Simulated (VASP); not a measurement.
Write the native input for VASP 6.6.1 that does the following.

```yaml
Task: relaxation of cell and atoms
Functional: LDA
Potentials_or_basis: VASP PAW LDA potentials, release 64 (Fe, B)
Cutoff: 600 eV
k_mesh: 4 × 4 × 6
Occupations: gaussian, width 0.1 eV
Spin: no spin polarisation
Dipole_correction: no
Further_INCAR_settings: ALGO = Normal; EDIFF = 1e-07; IBRION = 2; EDIFFG = -0.05; NSW = 100; ISIF = 3
```

The structure of FeB4 lies in POSCAR:

```
FeB4
1.0
    4.5786000000      0.0000000000      0.0000000000
    0.0000000000      5.2981000000      0.0000000000
    0.0000000000      0.0000000000      2.9991000000
Fe B
2 8
Direct
    0.0000000000      0.0000000000      0.0000000000
    0.5000000000      0.5000000000      0.5000000000
    0.2487000000      0.3123000000      0.0000000000
    0.7513000000      0.6877000000      0.0000000000
    0.7487000000      0.1877000000      0.5000000000
    0.2513000000      0.8123000000      0.5000000000
    0.3411000000      0.1263000000      0.5000000000
    0.6589000000      0.8737000000      0.5000000000
    0.8411000000      0.3737000000      0.0000000000
    0.1589000000      0.6263000000      0.0000000000
```

The input as run:

INCAR

```
PREC = Accurate ; ENCUT = 600
EDIFF = 1E-7 ; ISMEAR = 0
SIGMA = 0.1 ; LREAL = F
LASPH = T ; NELM = 80
ALGO = Normal ; ISIF = 3
LWAVE = F ; LCHARG = F
GGA = CA ; IBRION = 2
NSW = 100 ; EDIFFG = -0.05
```

KPOINTS

```
regular mesh
0
Gamma
  4 4 6
```

Potentials or basis: VASP PAW LDA potentials, release 64 (Fe, B).

Run with:

```sh
$ cat potpaw_LDA.64/Fe/POTCAR potpaw_LDA.64/B/POTCAR > POTCAR
$ mpirun -np 1 vasp_std > vasp.out
```

Results of the run:

- Relaxed volume: 6.88 Å³/atom
- Relaxed cell: a = 4.434 Å, b = 5.230 Å, c = 2.966 Å, α = 90.00°, β = 90.00°, γ = 90.00°
- Space group after relaxing (to 0.1 Å): Pnnm (No. 58)
- Energy gained by relaxing: 20.7 meV/atom
- Ionic steps: 8
- Pressure after relaxing: 0.0 GPa
- Largest force after relaxing: 0.024 eV/Å
- Band gap on the k mesh: zero (bands 20 and 21 overlap by 0.84 eV)

Caveat: the run has no spin polarisation, though such a crystal can be magnetic; the relaxation stopped at a loose force limit of 0.05 eV/Å, so its end isn't a converged minimum.

Run time: 3.1 min on 1 thread of Intel(R) Xeon(R) 6975P-C (Granite Rapids), with other jobs on the host, peak memory 0.21 GiB.
